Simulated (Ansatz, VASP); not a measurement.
# CaS: VASP beside Ansatz

INCAR

```
ALGO = Normal
EDIFF = 1E-6
ENCUT = 500
GGA_COMPAT = F
ISIF = 2
ISMEAR = -4
LASPH = T
LCHARG = F
LREAL = F
LWAVE = F
NBANDS = 15
NELM = 120
PREC = Accurate
SIGMA = 0.1
```

Contents of KPOINTS:

```
k-points
0
Gamma
  9 9 9
```

Contents of POSCAR:

```
CaS
1.0
    0.0000000000      2.7822229663      2.7822229663
    2.7822229663      0.0000000000      2.7822229663
    2.7822229663      2.7822229663      0.0000000000
Ca S
1 1
Direct
    0.0000000000      0.0000000000      0.0000000000
    0.5000000000      0.5000000000      0.5000000000
```

Input for Ansatz:

```yaml
crystal:
  lattice:
    - [0.0, 2.7822229663, 2.7822229663]
    - [2.7822229663, 0.0, 2.7822229663]
    - [2.7822229663, 2.7822229663, 0.0]
  atoms:
    - { symbol: Ca, position: [0.0, 0.0, 0.0] }
    - { symbol: S, position: [0.5, 0.5, 0.5] }
kpoints:
  mp_grid: { grid: [9, 9, 9] }
scf:
  occupations: { method: tetrahedron_uncorrected }
  initial_density: { chi_scale: 0.0 }
hamiltonian:
  xc: lda
  pseudopotentials: { kind: paw }
output:
  forces: true
  stress: true
  eigenvalues: true
  populations: true
  write_density: true
  write_potential: true
  elf: true
  volumetric_format: npy
```

Alike in both runs: task single point; functional LDA; k mesh 9 × 9 × 9; no spin polarisation.

```csv
,VASP,Ansatz
version,VASP 6.6.1,Ansatz 0.2.0
potentials or method,"VASP PAW LDA potentials, release 64 (Ca_sv, S)","PAW with Ansatz's default frozen-core files, scalar-relativistic"
plane-wave cutoff (eV),500,420
occupations,tetrahedron,tetrahedron-uncorrected
valence electrons in the cell,16,16
```

Ansatz gave:

```
gap on the k mesh at the Fermi level (eV) : 2.02
pressure (GPa)                            : 0.0
```

Estimate VASP's values.

gap on the k mesh at the Fermi level (eV): 2.01; pressure (GPa): 0.2.

LDA's correlation is that of Perdew and Zunger in VASP and of Perdew and Wang (1992) in Ansatz. Ansatz's warnings: band table not solved further.
